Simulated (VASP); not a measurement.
# Cu (Fm-3m) in VASP: single point with PBE

Aim: the single point of Cu with PBE.

Program: VASP 6.6.1. These are calculated values, not measurements. Logs are shortened: lines on timing, memory, paths and dates and some standing lists are left out, and cuts for length are marked.

## 1. The cell of the first run

It takes space group Fm-3m (No. 225, cubic). Conventional cell: a = 3.629 Å, b = 3.629 Å, c = 3.629 Å, α = 90.00°, β = 90.00°, γ = 90.00°. Cu (site symmetry m-3m) has 12 Cu at 2.57 Å within 3.4 Å.

## 2. Single point, PBE

File INCAR:

```
SYSTEM = Cu
PREC     = Accurate       ! precision mode
ENCUT    = 520            ! plane-wave cutoff, eV
EDIFF    = 1E-6           ! SCF threshold, eV
ISMEAR   = 0              ! smearing method
SIGMA    = 0.05           ! smearing width, eV
LREAL    = .FALSE.        ! projectors in reciprocal space
LASPH    = .TRUE.         ! aspherical terms in the spheres
NELM     = 80             ! most SCF steps
ALGO     = Normal         ! electronic algorithm
ISIF     = 2              ! what is computed and relaxed
LWAVE    = .FALSE.        ! write WAVECAR
LCHARG   = .FALSE.        ! write CHGCAR
GGA      = PE             ! functional
NBANDS   = 12             ! bands
```

File KPOINTS:

```
Automatic mesh
0
G
  20 20 20
  0 0 0
```

File POSCAR:

```
Cu
1.0
    0.0000000000      1.8143178982      1.8143178982
    1.8143178982      0.0000000000      1.8143178982
    1.8143178982      1.8143178982      0.0000000000
Cu
1
Direct
    0.0000000000      0.0000000000      0.0000000000
```

Potentials or basis: VASP PAW PBE potentials, release 64 (Cu).

Command:

```bash
> cat potpaw_PBE.64/Cu/POTCAR > POTCAR
> mpirun -np 1 vasp_std > vasp.out
```

OUTCAR:

```text
SYSTEM = Cu
   PREC = Accurate
   ENCUT = 520
   EDIFF = 1E-6
   ISMEAR = 0
   LREAL = .FALSE.
   LASPH = .TRUE.
   NELM = 80
   ISIF = 2
   GGA = PE

 ion  position               nearest neighbor table
   1  0.000  0.000  0.000-

  LATTYP: Found a face centered cubic cell.
 ALAT       =     3.6286357964

  Lattice vectors:

 A1 = (   0.0000000000,   1.8143178982,   1.8143178982)
 A2 = (   1.8143178982,   0.0000000000,   1.8143178982)
 A3 = (   1.8143178982,   1.8143178982,   0.0000000000)

Analysis of symmetry for initial positions (statically):
=====================================================================
 Subroutine PRICEL returns:
 Original cell was already a primitive cell.

 Routine SETGRP: Setting up the symmetry group for a
 face centered cubic supercell.

 Subroutine GETGRP returns: Found 48 space group operations
 (whereof 48 operations were pure point group operations)
 out of a pool of 48 trial point group operations.

The static configuration has the point symmetry O_h .

Analysis of symmetry for dynamics (positions and initial velocities):
=====================================================================
 Subroutine PRICEL returns:
 Original cell was already a primitive cell.

 Routine SETGRP: Setting up the symmetry group for a
 face centered cubic supercell.

 Subroutine GETGRP returns: Found 48 space group operations
 (whereof 48 operations were pure point group operations)
 out of a pool of 48 trial point group operations.

The dynamic configuration has the point symmetry O_h .

 Subroutine INISYM returns: Found 48 space group operations
 (whereof 48 operations are pure point group operations),
 and found     1 'primitive' translations

----------------------------------------------------------------------------------------

                                     Primitive cell

  volume of cell :      11.9446

  direct lattice vectors                    reciprocal lattice vectors
     0.000000000  1.814317898  1.814317898    -0.275585663  0.275585663  0.275585663
     1.814317898  0.000000000  1.814317898     0.275585663 -0.275585663  0.275585663
     1.814317898  1.814317898  0.000000000     0.275585663  0.275585663 -0.275585663

  length of vectors
     2.565832978  2.565832978  2.565832978     0.477328369  0.477328369  0.477328369

  position of ions in fractional coordinates (direct lattice)
     0.000000000  0.000000000  0.000000000

  ion indices of the primitive-cell ions
   primitive index   ion index
[... 75 lines left out ...]
   EDIFFG = 0.1E-04   stopping-criterion for IOM
   NSW    =      0    number of steps for IOM
   IBRION =     -1    ionic relax: 0-MD 1-quasi-New 2-CG
   NFREE  =      0    steps in history (QN), initial steepest desc. (CG)
   ISIF   =      2    stress and relaxation
   ISYM   =      2    0-nonsym 1-usesym 2-fastsym
   POTIM  = 0.5000    time-step for ionic-motion
   TEBEG  =    0.0;   TEEND  =   0.0 temperature during run
   PSTRESS=    0.0 pullay stress
   NELECT =      11.0000    total number of electrons
   NUPDOWN=      -1.0000    fix difference up-down
   EMIN   =  10.00;   EMAX   =-10.00  energy-range for DOS
   EFERMI =   0.00;   METHOD = LEGACY
   ISMEAR =     0;   SIGMA  =   0.05  broadening in eV -4-tet -1-fermi 0-gaus
   EFERMI_NEDOS =   21; number of points for ismear=-14 and -15
   IALGO  =     38    algorithm
   IMIX   =      4    mixing-type and parameters
     AMIX     =   0.40;   BMIX     =  1.00
     AMIX_MAG =   1.60;   BMIX_MAG =  1.00
  volume/ion in A,a.u.               =      11.94        80.61
  Fermi-wavevector in a.u.,A,eV,Ry     =   1.592755  3.009871 34.516196  2.536869
  Thomas-Fermi vector in A             =   2.691091
   LORBIT       =      0    0 simple, 1 ext, 2 COOP (PROOUT), +10 PAW based schemes
   GGA     = PE    functional components
   LHFCALC =     F    Hartree Fock is set to
   AEXX    =    0.0000 exact exchange contribution
   IVDW    =     0    specifies the selected vdW correction
   LEPSILON=     F    determine dielectric tensor
   LRPA    =     F    only Hartree local field effects (RPA)
 non-spin polarized calculation
 Gauss-broadening in eV      SIGMA  =   0.05
  energy-cutoff  :      520.00
  volume of cell :       11.94
 maximum number of plane-waves:       332
   NGX =  9   NGY =  9   NGZ =  9

 number of electron      10.9999998 magnetization

 Free energy of the ion-electron system (eV)
  ---------------------------------------------------
  ext. energy  EPLUGINS =         0.00000000
  ---------------------------------------------------
  free energy    TOTEN  =        -3.72888106 eV

  energy without entropy =       -3.72858192  energy(sigma->0) =       -3.72873149

 E-fermi :   7.4091     XC(G=0): -12.6602

 val. band max:        7.4012939126   @ k =   0.5000   0.2500   0.1000
 cond. band min:       7.4671382043   @ k =   0.5000   0.3500   0.1500
 fundamental gap:      0.0658442917
 Fermi energy:         7.4091324807

 k-point     1 :       0.0000    0.0000    0.0000
  band No.  band energies     occupation
      1      -1.8192      2.00000
      2       4.4551      2.00000
      3       4.4551      2.00000
      4       4.4551      2.00000
      5       5.2629      2.00000
      6       5.2629      2.00000
      7      29.9499      0.00000
      8      32.5067      0.00000
      9      32.5067      0.00000
     10      32.5067      0.00000
     11      34.9903      0.00000
     12      34.9903      0.00000
[... 331 lines left out ...]
 k-point    24 :      -0.3500    0.0500    0.0000
  band No.  band energies     occupation
      1       1.9717      2.00000
      2       4.4812      2.00000
      3       4.5203      2.00000
      4       4.6561      2.00000
      5       5.5732      2.00000
      6       5.8522      2.00000
      7      14.6611      0.00000
      8      27.1100      0.00000
      9      29.5064      0.00000
     10      30.4213      0.00000
     11      32.7506      0.00000
     12      34.4732      0.00000

 [... further k-points ...]
[... 5 lines left out ...]
  --------------------------------------------------------------------------------------
  -------------------------------------------------------------------------------------
  Total        0.0516576      0.0516576      0.0516576      0.0000000      0.0000000      0.0000000
  in kB        6.9290693      6.9290693      6.9290693      0.0000000      0.0000000      0.0000000
  external PRESSURE =       6.9290693 kB  Pullay stress =       0.0000000 kB

 VOLUME and BASIS-vectors are now :
 -----------------------------------------------------------------------------
  energy-cutoff  :      520.00
  volume of cell :       11.94
      direct lattice vectors                 reciprocal lattice vectors
     0.000000000  1.814317898  1.814317898    -0.275585663  0.275585663  0.275585663
     1.814317898  0.000000000  1.814317898     0.275585663 -0.275585663  0.275585663
     1.814317898  1.814317898  0.000000000     0.275585663  0.275585663 -0.275585663

 POSITION                                       TOTAL-FORCE (eV/Angst)
 -----------------------------------------------------------------------------------
      0.00000      0.00000      0.00000         0.000000      0.000000      0.000000
 -----------------------------------------------------------------------------------
    total drift:                                0.000000      0.000000      0.000000

  FREE ENERGIE OF THE ION-ELECTRON SYSTEM (eV)
  ---------------------------------------------------
  free  energy   TOTEN  =        -3.7288810615 eV

  energy  without entropy=       -3.7285819243  energy(sigma->0) =       -3.72873149
```

OSZICAR:

```text
N       E                     dE             d eps       ncg     rms          rms(c)
DAV:   1     0.426940017866E+02    0.42694E+02   -0.53795E+03  6796   0.153E+03
DAV:   2    -0.327678730445E+01   -0.45971E+02   -0.42434E+02  6328   0.203E+02
DAV:   3    -0.461731411967E+01   -0.13405E+01   -0.13271E+01  7132   0.397E+01
DAV:   4    -0.462603851503E+01   -0.87244E-02   -0.87232E-02  7044   0.285E+00
DAV:   5    -0.462612310461E+01   -0.84590E-04   -0.84588E-04  7296   0.285E-01    0.765E+00
DAV:   6    -0.411547841839E+01    0.51064E+00   -0.14614E+01  7352   0.721E+01    0.397E+00
DAV:   7    -0.374104851026E+01    0.37443E+00   -0.23242E+00  7348   0.287E+01    0.571E-01
DAV:   8    -0.373049421914E+01    0.10554E-01   -0.45186E-03  7152   0.100E+00    0.303E-01
DAV:   9    -0.372888039766E+01    0.16138E-02   -0.10031E-02  7636   0.174E+00    0.299E-02
DAV:  10    -0.372888193067E+01   -0.15330E-05   -0.42113E-05  9148   0.107E-01    0.780E-03
DAV:  11    -0.372888106155E+01    0.86912E-06   -0.59500E-07  5264   0.138E-02
   1 F= -.37288811E+01 E0= -.37287315E+01  d E =-.299137E-03
```

stdout:

```text
POSCAR found type information on POSCAR Cu
 POSCAR found :  1 types and       1 ions
 scaLAPACK will be used
 LDA part: xc-table for (Slater+PW92), standard interpolation
 POSCAR, INCAR and KPOINTS ok, starting setup
 FFT: planning ... GRIDC
 FFT: planning ... GRID_SOFT
 FFT: planning ... GRID
 WAVECAR not read
 entering main loop
```

Run time: 20 s. Hardware: 1 thread of Intel Xeon Platinum 8559C (Emerald Rapids), shared host; peak memory 0.14 GiB.

Results:

* Free energy: -3.7289 eV
* Pressure: 0.7 GPa

Levels at points of the mesh, in eV from the Fermi level:
```tsv
k point	band 4	band 5	band 6	band 7	band 8	band 9
(0.00, 0.00, 0.00)	-2.95	-2.15	-2.15	22.54	25.10	25.10
(0.50, 0.00, 0.00)	-1.59	-1.59	-0.93	3.74	21.04	21.93
(0.50, 0.50, 0.00)	-1.45	-1.45	1.54	7.07	13.03	13.03
```
